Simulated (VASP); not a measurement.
# PbS (Pm-3m) in VASP: settings compared, part 2 of 2

VASP 6.6.1. Earlier steps stand in the parts before.

**5. Single point, PBEsol**

This run uses another cell than the first one, of 24.87 Å³/atom, 1.020 times its volume.

File INCAR:

```
SYSTEM = PbS
  ALGO = Normal
  EDIFF = 1E-6
  ENCUT = 520
  GGA = PS
  ISIF = 2
  ISMEAR = -1
  LASPH = .TRUE.
  LCHARG = .TRUE.
  LELF = .TRUE.
  LREAL = .FALSE.
  LVHAR = .TRUE.
  LWAVE = .FALSE.
  NBANDS = 17
  NELM = 80
  PREC = Accurate
  SIGMA = 0.05
```

File KPOINTS:

```
k-points
0
G
  7 7 7
  0 0 0
```

File POSCAR:

```
PbS
1.0
    3.6778561224      0.0000000000      0.0000000000
    0.0000000000      3.6778561224      0.0000000000
    0.0000000000      0.0000000000      3.6778561224
Pb S
1 1
Direct
    0.0000000000      0.0000000000      0.0000000000
    0.5000000000      0.5000000000      0.5000000000
```

Potentials or basis: VASP PAW PBE potentials, release 64 (Pb_d, S).

Command:

```bash
$ cat potpaw_PBE.64/Pb_d/POTCAR potpaw_PBE.64/S/POTCAR > POTCAR
$ mpirun -np 1 vasp_std > vasp.out
```

OUTCAR:

```text
SYSTEM = PbS
   EDIFF = 1E-6
   ENCUT = 520
   GGA = PS
   ISIF = 2
   ISMEAR = -1
   LASPH = .TRUE.
   LREAL = .FALSE.
   NELM = 80
   PREC = Accurate

 ion  position               nearest neighbor table
   1  0.000  0.000  0.000-   2 3.19   2 3.19   2 3.19   2 3.19   2 3.19   2 3.19   2 3.19   2 3.19

   2  0.500  0.500  0.500-   1 3.19   1 3.19   1 3.19   1 3.19   1 3.19   1 3.19   1 3.19   1 3.19

  LATTYP: Found a simple cubic cell.
 ALAT       =     3.6778561224

  Lattice vectors:

 A1 = (   3.6778561224,   0.0000000000,   0.0000000000)
 A2 = (   0.0000000000,   3.6778561224,   0.0000000000)
 A3 = (   0.0000000000,   0.0000000000,   3.6778561224)

Analysis of symmetry for initial positions (statically):
=====================================================================
 Subroutine PRICEL returns:
 Original cell was already a primitive cell.

 Routine SETGRP: Setting up the symmetry group for a
 simple cubic supercell.

 Subroutine GETGRP returns: Found 48 space group operations
 (whereof 48 operations were pure point group operations)
 out of a pool of 48 trial point group operations.

The static configuration has the point symmetry O_h .

Analysis of symmetry for dynamics (positions and initial velocities):
=====================================================================
 Subroutine PRICEL returns:
 Original cell was already a primitive cell.

 Routine SETGRP: Setting up the symmetry group for a
 simple cubic supercell.

 Subroutine GETGRP returns: Found 48 space group operations
 (whereof 48 operations were pure point group operations)
 out of a pool of 48 trial point group operations.

The dynamic configuration has the point symmetry O_h .

 Subroutine INISYM returns: Found 48 space group operations
 (whereof 48 operations are pure point group operations),
 and found     1 'primitive' translations

----------------------------------------------------------------------------------------

                                     Primitive cell

  volume of cell :      49.7490

  direct lattice vectors                    reciprocal lattice vectors
     3.677856122  0.000000000  0.000000000     0.271897531  0.000000000  0.000000000
     0.000000000  3.677856122  0.000000000     0.000000000  0.271897531  0.000000000
     0.000000000  0.000000000  3.677856122     0.000000000  0.000000000  0.271897531

  length of vectors
     3.677856122  3.677856122  3.677856122     0.271897531  0.271897531  0.271897531

  position of ions in fractional coordinates (direct lattice)
     0.000000000  0.000000000  0.000000000
     0.500000000  0.500000000  0.500000000

  ion indices of the primitive-cell ions
   primitive index   ion index
                 1           1
                 2           2

----------------------------------------------------------------------------------------

 KPOINTS: k-points

Automatic generation of k-mesh.
 Grid dimensions read from file:
 generate k-points for:    7    7    7

 Generating k-lattice:

  Cartesian coordinates                     Fractional coordinates (reciprocal lattice)
     0.038842504  0.000000000  0.000000000     0.142857143  0.000000000  0.000000000
     0.000000000  0.038842504  0.000000000     0.000000000  0.142857143  0.000000000
     0.000000000  0.000000000  0.038842504     0.000000000  0.000000000  0.142857143

  Length of vectors
     0.038842504  0.038842504  0.038842504

  Shift w.r.t. Gamma in fractional coordinates (k-lattice)
     0.000000000  0.000000000  0.000000000

 Subroutine IBZKPT returns following result:
 ===========================================

 Found     20 irreducible k-points:

 Following reciprocal coordinates:
            Coordinates               Weight
  0.000000  0.000000  0.000000      1.000000
  0.142857  0.000000  0.000000      6.000000
  0.285714  0.000000  0.000000      6.000000
  0.428571  0.000000  0.000000      6.000000
  0.142857  0.142857  0.000000     12.000000
  0.285714  0.142857  0.000000     24.000000
[... 12 lines left out ...]
  0.428571  0.428571  0.285714     24.000000
  0.428571  0.428571  0.428571      8.000000
   k-points           NKPTS =     20   k-points in BZ     NKDIM =     20   number of bands    NBANDS=     17
   number of dos      NEDOS =    301   number of ions     NIONS =      2
   total plane-waves  NPLWV =  21952
   dimension x,y,z NGX =    28 NGY =   28 NGZ =   28
   dimension x,y,z NGXF=    56 NGYF=   56 NGZF=   56
   ions per type =               1   1
   NGX,Y,Z   is equivalent  to a cutoff of  12.66, 12.66, 12.66 a.u.
   NGXF,Y,Z  is equivalent  to a cutoff of  25.31, 25.31, 25.31 a.u.
 SYSTEM =  PbS
   PREC   = accura    normal or accurate (medium, high low for compatibility)
   ISTART =      0    job   : 0-new  1-cont  2-samecut
   ICHARG =      2    charge: 1-file 2-atom 10-const
   ISPIN  =      1    spin polarized calculation?
   LNONCOLLINEAR =      F non collinear calculations
   LSORBIT =      F    spin-orbit coupling
   LASPH  =      T    aspherical Exc in radial PAW
   ENCUT  =  520.0 eV  38.22 Ry    6.18 a.u.   6.84  6.84  6.84*2*pi/ulx,y,z
   NELM   =     80;   NELMIN=  2; NELMDL= -5     # of ELM steps
   EDIFF  = 0.1E-05   stopping-criterion for ELM
   LREAL  =      F    real-space projection
   EDIFFG = 0.1E-04   stopping-criterion for IOM
   NSW    =      0    number of steps for IOM
   IBRION =     -1    ionic relax: 0-MD 1-quasi-New 2-CG
   NFREE  =      0    steps in history (QN), initial steepest desc. (CG)
   ISIF   =      2    stress and relaxation
   ISYM   =      2    0-nonsym 1-usesym 2-fastsym
   POTIM  = 0.5000    time-step for ionic-motion
   TEBEG  =    0.0;   TEEND  =   0.0 temperature during run
   PSTRESS=    0.0 pullay stress
   NELECT =      20.0000    total number of electrons
   NUPDOWN=      -1.0000    fix difference up-down
   EMIN   =  10.00;   EMAX   =-10.00  energy-range for DOS
   EFERMI =   0.00;   METHOD = LEGACY
   ISMEAR =    -1;   SIGMA  =   0.05  broadening in eV -4-tet -1-fermi 0-gaus
   EFERMI_NEDOS =   21; number of points for ismear=-14 and -15
   IALGO  =     38    algorithm
   IMIX   =      4    mixing-type and parameters
     AMIX     =   0.40;   BMIX     =  1.00
     AMIX_MAG =   1.60;   BMIX_MAG =  1.00
  volume/ion in A,a.u.               =      24.87       167.86
  Fermi-wavevector in a.u.,A,eV,Ry     =   1.208250  2.283261 19.862707  1.459868
  Thomas-Fermi vector in A             =   2.343863
   LORBIT       =      0    0 simple, 1 ext, 2 COOP (PROOUT), +10 PAW based schemes
   GGA     = PS    functional components
   LHFCALC =     F    Hartree Fock is set to
   AEXX    =    0.0000 exact exchange contribution
   IVDW    =     0    specifies the selected vdW correction
   LEPSILON=     F    determine dielectric tensor
   LRPA    =     F    only Hartree local field effects (RPA)
 non-spin polarized calculation
  energy-cutoff  :      520.00
  volume of cell :       49.75
 maximum number of plane-waves:      1357
 NGX is ok and might be reduce to    28
   NGX = 13   NGY = 13   NGZ = 13

 number of electron      19.9999999 magnetization

 Free energy of the ion-electron system (eV)
  ---------------------------------------------------
  ext. energy  EPLUGINS =         0.00000000
  ---------------------------------------------------
  free energy    TOTEN  =        -8.96419378 eV

  energy without entropy =       -8.95582763  energy(sigma->0) =       -8.96001070

 E-fermi :   5.6777     XC(G=0): -10.2594

 val. band max:        5.6116816681   @ k =   0.1429   0.1429   0.1429
 cond. band min:       5.7020215588   @ k =   0.4286   0.4286   0.4286
 fundamental gap:      0.0903398907
 Fermi energy:         5.6777370359

 k-point     1 :       0.0000    0.0000    0.0000
  band No.  band energies     occupation
      1     -11.0613      2.00000
      2     -11.0613      2.00000
      3     -10.8609      2.00000
      4     -10.8609      2.00000
      5     -10.8609      2.00000
      6      -7.2529      2.00000
[... 9 lines left out ...]
     16      18.0403      0.00000
     17      18.4814      0.00000
[... 361 lines left out ...]
 k-point    20 :       0.4286    0.4286    0.4286
  band No.  band energies     occupation
      1     -10.9782      2.00000
      2     -10.9730      2.00000
      3     -10.9730      2.00000
      4     -10.8232      2.00000
      5     -10.8232      2.00000
      6      -5.0743      2.00000
[... 9 lines left out ...]
     16      18.4274      0.00000
     17      22.1814      0.00000

------------------------ aborting loop because EDIFF is reached ----------------------------------------

  FORCE on cell =-STRESS in cart. coord.  units (eV):
  Direction    XX          YY          ZZ          XY          YZ          ZX
  --------------------------------------------------------------------------------------
  -------------------------------------------------------------------------------------
  Total       -1.3665931     -1.3665931     -1.3665931     -0.0000000      0.0000000     -0.0000000
  in kB      -44.0114413    -44.0114413    -44.0114413     -0.0000000      0.0000000     -0.0000000
  external PRESSURE =     -44.0114413 kB  Pullay stress =       0.0000000 kB

 VOLUME and BASIS-vectors are now :
 -----------------------------------------------------------------------------
  energy-cutoff  :      520.00
  volume of cell :       49.75
      direct lattice vectors                 reciprocal lattice vectors
     3.677856122  0.000000000  0.000000000     0.271897531  0.000000000  0.000000000
     0.000000000  3.677856122  0.000000000     0.000000000  0.271897531  0.000000000
     0.000000000  0.000000000  3.677856122     0.000000000  0.000000000  0.271897531

 POSITION                                       TOTAL-FORCE (eV/Angst)
 -----------------------------------------------------------------------------------
      0.00000      0.00000      0.00000         0.000000      0.000000      0.000000
      1.83893      1.83893      1.83893         0.000000      0.000000      0.000000
 -----------------------------------------------------------------------------------
    total drift:                               -0.000000      0.000000      0.000000

  FREE ENERGIE OF THE ION-ELECTRON SYSTEM (eV)
  ---------------------------------------------------
  free  energy   TOTEN  =        -8.9641937816 eV

  energy  without entropy=       -8.9558276271  energy(sigma->0) =       -8.96001070
```

Run time: 35 s. Hardware: 1 thread of Intel Xeon 8259CL, shared host; peak memory 0.16 GiB.

Results:

```
Free energy            : -8.9642 eV
Pressure               : -4.4 GPa
Band gap on the k mesh : 0.09 eV, indirect (least direct gap 1.32 eV)
```

Levels at points of the mesh, in eV from the valence-band top:
```
           k point  band 7  band 8  band 9  band 10  band 11  band 12  band 13  band 14
(0.00, 0.00, 0.00)   -6.65   -1.41   -1.41    -1.41     5.55     5.55     6.49     6.49
```

Caveat: the PAW data sets were made with another functional, which shifts forces and pressure a little; spin-orbit coupling is left out, which moves the levels of the heavy elements. A k mesh can miss the band edges.

**6. Summary**

| level | potentials or basis | cell | gap on the mesh (eV) | pressure (GPa) |
| --- | --- | --- | --- | --- |
| LDA | VASP PAW LDA potentials, release 64 (Pb_d, S) | a = 3.654 Å, 2 atoms | - | -5.3 |
| LDA | VASP PAW LDA potentials, release 64 (Pb_d, S) | a = 3.678 Å, 2 atoms | 0.05 | -6.1 |
| PBEsol | VASP PAW PBE potentials, release 64 (Pb_d, S) | a = 3.654 Å, 2 atoms | - | -3.6 |
| PBEsol | VASP PAW PBE potentials, release 64 (Pb_d, S) | a = 3.678 Å, 2 atoms | 0.09 | -4.4 |

Alike in all rows: task single point; no spin polarisation; k mesh 7 × 7 × 7; cutoff (eV) 520; smearing fermi-dirac 0.05 eV.

Caveats: spin-orbit coupling is left out, which moves the levels of the heavy elements; the PAW data sets were made with another functional, which shifts forces and pressure a little (some runs).

Absolute energies hang on the potentials; compare differences alone.
